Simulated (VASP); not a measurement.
# InRh (Pm-3m) in VASP: notebook

Runs on InRh. Level: LDA. Tasks: single point.

All numbers are computed with VASP 6.6.1; they aren't measurements. Logs are shortened: lines on timing, memory, paths and dates and some standing lists are left out, and cuts for length are marked.

### 1 The cell of the first run

It takes space group Pm-3m (No. 221, cubic). Conventional cell: a = 3.196 Å, b = 3.196 Å, c = 3.196 Å, α = 90.00°, β = 90.00°, γ = 90.00°. In (site symmetry m-3m) has 8 Rh at 2.77 Å and 6 In at 3.20 Å within 3.6 Å. Within 3.6 Å of Rh (site symmetry m-3m) lie 8 In at 2.77 Å and 6 Rh at 3.20 Å.

### 2 Single point, LDA

INCAR

```
SYSTEM = InRh
ALGO = Normal ; EDIFF = 1E-6
ENCUT = 520 ; GGA = CA
ISIF = 2 ; ISMEAR = -1
LASPH = .TRUE. ; LCHARG = .TRUE.
LELF = .TRUE. ; LREAL = .FALSE.
LVHAR = .TRUE. ; LWAVE = .FALSE.
NBANDS = 21 ; NELM = 100
PREC = Accurate ; SIGMA = 0.15
```

KPOINTS

```
k-points
0
G
  2 2 2
  0 0 0
```

POSCAR

```
InRh
1.0
    3.1960000000      0.0000000000      0.0000000000
    0.0000000000      3.1960000000      0.0000000000
    0.0000000000      0.0000000000      3.1960000000
In Rh
1 1
Direct
    0.5000000000      0.5000000000      0.5000000000
    0.0000000000      0.0000000000      0.0000000000
```

Potentials or basis: VASP PAW LDA potentials, release 64 (In_d, Rh_pv).

The run is started by

```console
$ cat potpaw_LDA.64/In_d/POTCAR potpaw_LDA.64/Rh_pv/POTCAR > POTCAR
$ mpirun -np 1 vasp_std > vasp.out
```

OUTCAR:

```text
SYSTEM = InRh
   EDIFF = 1E-6
   ENCUT = 520
   GGA = CA
   ISIF = 2
   ISMEAR = -1
   LASPH = .TRUE.
   LREAL = .FALSE.
   NELM = 100
   PREC = Accurate

 ion  position               nearest neighbor table
   1  0.500  0.500  0.500-   2 2.77   2 2.77   2 2.77   2 2.77   2 2.77   2 2.77   2 2.77   2 2.77

   2  0.000  0.000  0.000-   1 2.77   1 2.77   1 2.77   1 2.77   1 2.77   1 2.77   1 2.77   1 2.77

  LATTYP: Found a simple cubic cell.
 ALAT       =     3.1960000000

  Lattice vectors:

 A1 = (   3.1960000000,   0.0000000000,   0.0000000000)
 A2 = (   0.0000000000,   3.1960000000,   0.0000000000)
 A3 = (   0.0000000000,   0.0000000000,   3.1960000000)

Analysis of symmetry for initial positions (statically):
=====================================================================
 Subroutine PRICEL returns:
 Original cell was already a primitive cell.

 Routine SETGRP: Setting up the symmetry group for a
 simple cubic supercell.

 Subroutine GETGRP returns: Found 48 space group operations
 (whereof 48 operations were pure point group operations)
 out of a pool of 48 trial point group operations.

The static configuration has the point symmetry O_h .

Analysis of symmetry for dynamics (positions and initial velocities):
=====================================================================
 Subroutine PRICEL returns:
 Original cell was already a primitive cell.

 Routine SETGRP: Setting up the symmetry group for a
 simple cubic supercell.

 Subroutine GETGRP returns: Found 48 space group operations
 (whereof 48 operations were pure point group operations)
 out of a pool of 48 trial point group operations.

The dynamic configuration has the point symmetry O_h .

 Subroutine INISYM returns: Found 48 space group operations
 (whereof 48 operations are pure point group operations),
 and found     1 'primitive' translations

----------------------------------------------------------------------------------------

                                     Primitive cell

  volume of cell :      32.6453

  direct lattice vectors                    reciprocal lattice vectors
     3.196000000  0.000000000  0.000000000     0.312891114  0.000000000  0.000000000
     0.000000000  3.196000000  0.000000000     0.000000000  0.312891114  0.000000000
     0.000000000  0.000000000  3.196000000     0.000000000  0.000000000  0.312891114

  length of vectors
     3.196000000  3.196000000  3.196000000     0.312891114  0.312891114  0.312891114

  position of ions in fractional coordinates (direct lattice)
     0.500000000  0.500000000  0.500000000
     0.000000000  0.000000000  0.000000000

  ion indices of the primitive-cell ions
   primitive index   ion index
                 1           1
                 2           2

----------------------------------------------------------------------------------------

 KPOINTS: k-points

Automatic generation of k-mesh.
 Grid dimensions read from file:
 generate k-points for:    2    2    2

 Generating k-lattice:

  Cartesian coordinates                     Fractional coordinates (reciprocal lattice)
     0.156445557  0.000000000  0.000000000     0.500000000  0.000000000  0.000000000
     0.000000000  0.156445557  0.000000000     0.000000000  0.500000000  0.000000000
     0.000000000  0.000000000  0.156445557     0.000000000  0.000000000  0.500000000

  Length of vectors
     0.156445557  0.156445557  0.156445557

  Shift w.r.t. Gamma in fractional coordinates (k-lattice)
     0.000000000  0.000000000  0.000000000

 Subroutine IBZKPT returns following result:
 ===========================================

 Found      4 irreducible k-points:

 Following reciprocal coordinates:
            Coordinates               Weight
  0.000000  0.000000  0.000000      1.000000
  0.500000  0.000000  0.000000      3.000000
  0.500000  0.500000  0.000000      3.000000
  0.500000  0.500000  0.500000      1.000000
   k-points           NKPTS =      4   k-points in BZ     NKDIM =      4   number of bands    NBANDS=     21
   number of dos      NEDOS =    301   number of ions     NIONS =      2
   total plane-waves  NPLWV =  13824
   dimension x,y,z NGX =    24 NGY =   24 NGZ =   24
   dimension x,y,z NGXF=    48 NGYF=   48 NGZF=   48
   ions per type =               1   1
   NGX,Y,Z   is equivalent  to a cutoff of  12.48, 12.48, 12.48 a.u.
   NGXF,Y,Z  is equivalent  to a cutoff of  24.97, 24.97, 24.97 a.u.
 SYSTEM =  InRh
   PREC   = accura    normal or accurate (medium, high low for compatibility)
   ISTART =      0    job   : 0-new  1-cont  2-samecut
   ICHARG =      2    charge: 1-file 2-atom 10-const
   ISPIN  =      1    spin polarized calculation?
   LNONCOLLINEAR =      F non collinear calculations
   LSORBIT =      F    spin-orbit coupling
   LASPH  =      T    aspherical Exc in radial PAW
   ENCUT  =  520.0 eV  38.22 Ry    6.18 a.u.   5.94  5.94  5.94*2*pi/ulx,y,z
   NELM   =    100;   NELMIN=  2; NELMDL= -5     # of ELM steps
   EDIFF  = 0.1E-05   stopping-criterion for ELM
   LREAL  =      F    real-space projection
   EDIFFG = 0.1E-04   stopping-criterion for IOM
   NSW    =      0    number of steps for IOM
   IBRION =     -1    ionic relax: 0-MD 1-quasi-New 2-CG
   NFREE  =      0    steps in history (QN), initial steepest desc. (CG)
   ISIF   =      2    stress and relaxation
   ISYM   =      2    0-nonsym 1-usesym 2-fastsym
   POTIM  = 0.5000    time-step for ionic-motion
   TEBEG  =    0.0;   TEEND  =   0.0 temperature during run
   PSTRESS=    0.0 pullay stress
   NELECT =      28.0000    total number of electrons
   NUPDOWN=      -1.0000    fix difference up-down
   EMIN   =  10.00;   EMAX   =-10.00  energy-range for DOS
   EFERMI =   0.00;   METHOD = LEGACY
   ISMEAR =    -1;   SIGMA  =   0.15  broadening in eV -4-tet -1-fermi 0-gaus
   EFERMI_NEDOS =   21; number of points for ismear=-14 and -15
   IALGO  =     38    algorithm
   IMIX   =      4    mixing-type and parameters
     AMIX     =   0.40;   BMIX     =  1.00
     AMIX_MAG =   1.60;   BMIX_MAG =  1.00
  volume/ion in A,a.u.               =      16.32       110.15
  Fermi-wavevector in a.u.,A,eV,Ry     =   1.555443  2.939361 32.917971  2.419403
  Thomas-Fermi vector in A             =   2.659383
   LORBIT       =      0    0 simple, 1 ext, 2 COOP (PROOUT), +10 PAW based schemes
   GGA     = CA    functional components
   LHFCALC =     F    Hartree Fock is set to
   AEXX    =    0.0000 exact exchange contribution
   IVDW    =     0    specifies the selected vdW correction
   LEPSILON=     F    determine dielectric tensor
   LRPA    =     F    only Hartree local field effects (RPA)
 non-spin polarized calculation
  energy-cutoff  :      520.00
  volume of cell :       32.65
 maximum number of plane-waves:       912
 NGX is ok and might be reduce to    24
   NGX = 11   NGY = 11   NGZ = 11

 number of electron      28.0000004 magnetization

 Free energy of the ion-electron system (eV)
  ---------------------------------------------------
  ext. energy  EPLUGINS =         0.00000000
  ---------------------------------------------------
  free energy    TOTEN  =       -12.27208784 eV

  energy without entropy =      -12.12098285  energy(sigma->0) =      -12.19653535

 E-fermi :  10.3771     XC(G=0): -13.1248

 val. band max:       10.3513990055   @ k =   0.5000   0.5000   0.5000
 cond. band min:      10.9311097727   @ k =   0.5000   0.0000   0.0000
 fundamental gap:      0.5797107672
 Fermi energy:        10.3771207951

 k-point     1 :       0.0000    0.0000    0.0000
  band No.  band energies     occupation
      1     -35.1060      2.00000
      2     -35.1060      2.00000
      3     -35.1060      2.00000
      4      -3.3499      2.00000
      5      -3.3499      2.00000
      6      -2.8495      2.00000
      7      -2.8495      2.00000
      8      -2.8495      2.00000
      9       0.9019      2.00000
     10       7.5580      2.00000
     11       7.5580      2.00000
     12       9.7219      1.97497
     13       9.7219      1.97497
     14       9.7219      1.97497
     15      15.9165      0.00000
     16      15.9165      0.00000
     17      15.9165      0.00000
     18      22.1575      0.00000
     19      23.1595      0.00000
     20      23.1595      0.00000
     21      27.4423      0.00000

 k-point     2 :       0.5000    0.0000    0.0000
  band No.  band energies     occupation
      1     -35.1730      2.00000
      2     -35.1013      2.00000
      3     -35.1013      2.00000
      4      -3.2621      2.00000
      5      -2.9720      2.00000
      6      -2.9720      2.00000
      7      -2.9106      2.00000
      8      -2.8031      2.00000
      9       4.7549      2.00000
     10       5.0717      2.00000
     11       7.5201      2.00000
     12       8.3823      2.00000
     13       8.3823      2.00000
     14       9.5997      1.98884
     15      10.9311      0.04857
     16      21.6811      0.00000
     17      22.0747      0.00000
     18      22.0747      0.00000
     19      22.9168      0.00000
     20      22.9168      0.00000
     21      22.9412      0.00000

 k-point     3 :       0.5000    0.5000    0.0000
  band No.  band energies     occupation
      1     -35.1650      2.00000
      2     -35.1650      2.00000
      3     -35.0953      2.00000
      4      -3.3107      2.00000
      5      -3.1167      2.00000
      6      -3.0366      2.00000
      7      -3.0366      2.00000
      8      -2.5693      2.00000
      9       5.0322      2.00000
     10       7.9630      2.00000
     11       9.0469      1.99972
     12       9.0469      1.99972
     13       9.1928      1.99926
     14       9.1928      1.99926
     15      10.2954      1.26587
     16      14.0497      0.00000
     17      14.7332      0.00000
     18      21.3470      0.00000
     19      22.9446      0.00000
     20      22.9446      0.00000
     21      26.3348      0.00000

 k-point     4 :       0.5000    0.5000    0.5000
  band No.  band energies     occupation
      1     -35.1599      2.00000
      2     -35.1599      2.00000
      3     -35.1599      2.00000
      4      -3.1775      2.00000
      5      -3.1775      2.00000
      6      -3.1775      2.00000
      7      -2.5585      2.00000
      8      -2.5585      2.00000
      9       6.3648      2.00000
     10       6.3648      2.00000
     11       6.3648      2.00000
     12      10.3514      1.08553
     13      10.3514      1.08553
     14      11.6641      0.00038
     15      15.5978      0.00000
     16      15.5978      0.00000
     17      15.5978      0.00000
     18      16.9187      0.00000
     19      16.9187      0.00000
     20      16.9187      0.00000
     21      18.0222      0.00000

------------------------ aborting loop because EDIFF is reached ----------------------------------------

  FORCE on cell =-STRESS in cart. coord.  units (eV):
  Direction    XX          YY          ZZ          XY          YZ          ZX
  --------------------------------------------------------------------------------------
  -------------------------------------------------------------------------------------
  Total       -0.5620959     -0.5620959     -0.5620959     -0.0000000      0.0000000     -0.0000000
  in kB      -27.5867608    -27.5867608    -27.5867608     -0.0000000      0.0000000     -0.0000000
  external PRESSURE =     -27.5867608 kB  Pullay stress =       0.0000000 kB

 VOLUME and BASIS-vectors are now :
 -----------------------------------------------------------------------------
  energy-cutoff  :      520.00
  volume of cell :       32.65
      direct lattice vectors                 reciprocal lattice vectors
     3.196000000  0.000000000  0.000000000     0.312891114  0.000000000  0.000000000
     0.000000000  3.196000000  0.000000000     0.000000000  0.312891114  0.000000000
     0.000000000  0.000000000  3.196000000     0.000000000  0.000000000  0.312891114

 POSITION                                       TOTAL-FORCE (eV/Angst)
 -----------------------------------------------------------------------------------
      1.59800      1.59800      1.59800         0.000000      0.000000      0.000000
      0.00000      0.00000      0.00000         0.000000      0.000000      0.000000
 -----------------------------------------------------------------------------------
    total drift:                                0.000000      0.000000     -0.000000

  FREE ENERGIE OF THE ION-ELECTRON SYSTEM (eV)
  ---------------------------------------------------
  free  energy   TOTEN  =       -12.2720878381 eV

  energy  without entropy=      -12.1209828545  energy(sigma->0) =      -12.19653535
```

Run time: 1.5 s. Hardware: 1 thread of Intel Xeon 6975P-C (Granite Rapids), shared host; peak memory 0.12 GiB.

Results:

| Quantity | Value |
| --- | --- |
| Free energy | -12.2721 eV |
| Pressure | -2.8 GPa |
| Band gap on the k mesh | zero (band 14 reaches 11.66 eV, above the bottom of band 15 at 10.30 eV) |

Caveat: the k points lie up to 0.98 Å⁻¹ apart; spin-orbit coupling is left out, which moves the levels of the heavy elements.

### 3 Single point, LDA

INCAR

```
PREC = Accurate
ENCUT = 520
EDIFF = 1E-7
ISMEAR = -1
SIGMA = 0.15
LREAL = False
LASPH = True
NELM = 60
ALGO = Normal
ISIF = 2
LWAVE = False
LCHARG = False
NBANDS = 21
```

KPOINTS

```
Automatic mesh
0
Gamma
  3 3 3
```

POSCAR is that of step 2.

Potentials or basis: VASP PAW LDA potentials, release 64 (In_d, Rh_pv).

The run is started by

```console
$ cat potpaw_LDA.64/In_d/POTCAR potpaw_LDA.64/Rh_pv/POTCAR > POTCAR
$ mpirun -np 1 vasp_std > vasp.out
```

It took 1.6 s on 1 thread of Intel Xeon 6975P-C (Granite Rapids), shared host; peak memory 0.12 GiB.

The run converged. Its results:

| Quantity | Value |
| --- | --- |
| Free energy | -12.8607 eV |
| Pressure | -5.6 GPa |
| Band gap on the k mesh | 1.17 eV, indirect (least direct gap 1.63 eV) |

Levels at points of the mesh, in eV from the valence-band top:
| k point | band 11 | band 12 | band 13 | band 14 | band 15 | band 16 | band 17 | band 18 |
| --- | --- | --- | --- | --- | --- | --- | --- | --- |
| (0.00, 0.00, 0.00) | -2.55 | -0.36 | -0.36 | -0.36 | 5.35 | 5.35 | 5.35 | 11.68 |

Caveat: the k points lie up to 0.66 Å⁻¹ apart; spin-orbit coupling is left out, which moves the levels of the heavy elements.

### 4 Single point, LDA

INCAR

```
ALGO     = Normal         # electronic algorithm
EDIFF    = 1E-7           # SCF threshold, eV
ENCUT    = 520            # plane-wave cutoff, eV
GGA      = CA             # functional
ISIF     = 2              # what is computed and relaxed
ISMEAR   = -1             # smearing method
LASPH    = True           # aspherical terms in the spheres
LCHARG   = False          # write CHGCAR
LREAL    = False          # projectors in reciprocal space
LWAVE    = False          # write WAVECAR
NBANDS   = 21             # bands
NELM     = 100            # most SCF steps
PREC     = Accurate       # precision mode
SIGMA    = 0.15           # smearing width, eV
```

KPOINTS

```
k-points
0
Gamma
  4 4 4
```

POSCAR is that of step 3.

The run is started by

```console
$ cat potpaw_LDA.64/In_d/POTCAR potpaw_LDA.64/Rh_pv/POTCAR > POTCAR
$ mpirun -np 1 vasp_std > vasp.out
```

It took 2.1 s on 1 thread of Intel Xeon 6975P-C (Granite Rapids), shared host; peak memory 0.12 GiB.

It converged, with:

| Quantity | Value |
| --- | --- |
| Free energy | -12.7854 eV |
| Pressure | -4.1 GPa |
| Band gap on the k mesh | zero (band 14 reaches 12.38 eV, above the bottom of band 15 at 10.85 eV) |

Levels at points of the mesh, in eV from the Fermi level:
```
           k point  band 11  band 12  band 13  band 14  band 15  band 16  band 17  band 18
(0.00, 0.00, 0.00)    -3.29    -1.11    -1.11    -1.11     4.61     4.61     4.61    10.94
(0.50, 0.00, 0.00)    -3.31    -2.53    -2.53    -1.23     0.13    10.33    10.79    10.79
(0.50, 0.50, 0.00)    -2.26    -2.26    -1.67    -1.67    -0.42     2.99     3.71     9.94
(0.50, 0.50, 0.50)    -4.70    -0.36    -0.36     0.22     4.42     4.42     4.42     5.79
```

Caveat: the k points lie up to 0.49 Å⁻¹ apart; spin-orbit coupling is left out, which moves the levels of the heavy elements.

### 5 Single point, LDA

INCAR

```
PREC = Accurate
ENCUT = 520
EDIFF = 1E-6
ISMEAR = -1
SIGMA = 0.15
LREAL = F
LASPH = T
NELM = 100
ALGO = Normal
ISIF = 2
LWAVE = F
LCHARG = F
GGA = CA
NBANDS = 21
```

KPOINTS

```
regular mesh
0
Gamma
  6 6 6
```

POSCAR is that of step 4.

The run is started by

```console
$ cat potpaw_LDA.64/In_d/POTCAR potpaw_LDA.64/Rh_pv/POTCAR > POTCAR
$ mpirun -np 1 vasp_std > vasp.out
```

It took 3.3 s on 1 thread of Intel Xeon 6975P-C (Granite Rapids), shared host; peak memory 0.13 GiB.

Results (log left out):

- Free energy: -12.8185 eV
- Pressure: -5.0 GPa
- Band gap on the k mesh: zero (band 14 reaches 12.44 eV, above the bottom of band 15 at 10.81 eV)

Levels at points of the mesh, in eV from the Fermi level:
```
           k point  band 12  band 13  band 14  band 15  band 16  band 17
(0.00, 0.00, 0.00)    -1.12    -1.12    -1.12     4.62     4.62     4.62
(0.50, 0.00, 0.00)    -2.54    -2.54    -1.25     0.12    10.34    10.80
(0.50, 0.50, 0.00)    -2.24    -1.69    -1.69    -0.43     2.99     3.71
(0.50, 0.50, 0.50)    -0.38    -0.38     0.24     4.43     4.43     4.43
```

Caveat: spin-orbit coupling is left out, which moves the levels of the heavy elements.

(Part 1 of 2 ends here.)
